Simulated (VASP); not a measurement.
Runs of VASP 6.6.1 on CdTe. The structure is that of space group F-43m (No. 216), or close to it. The cells are those of the table. 

```tsv
task	cell	k mesh	cutoff (eV)	smearing	gap on the mesh (eV)	pressure (GPa)
single point	a = 4.589 Å, angles 60.0°, 2 atoms	8 × 8 × 8	520	gaussian 0.02 eV	0.65	0.2
relaxation of cell and atoms	relaxed from a = 4.589 Å, angles 60.0°, 2 atoms	8 × 8 × 8	600	gaussian 0.02 eV	0.64	0.0
single point	a = 4.589 Å, angles 60.0°, 2 atoms	10 × 10 × 10	500	gaussian 0.02 eV	0.65	0.2
single point	a = 4.742 Å, angles 60.0°, 2 atoms	6 × 6 × 6	500	gaussian 0.1 eV	(a)	-3.1
```

Alike in all rows: level PBEsol; potentials or basis VASP PAW PBE potentials, release 64 (Cd, Te); no spin polarisation.

Task: Fill in the values left out.

Result: (a) 0.37.

Caveats: the PAW data sets were made with another functional, which shifts forces and pressure a little; spin-orbit coupling is left out, which moves the levels of the heavy elements.

A k mesh can miss the band edges, and the runs leave out spin-orbit coupling on Cd, Te.
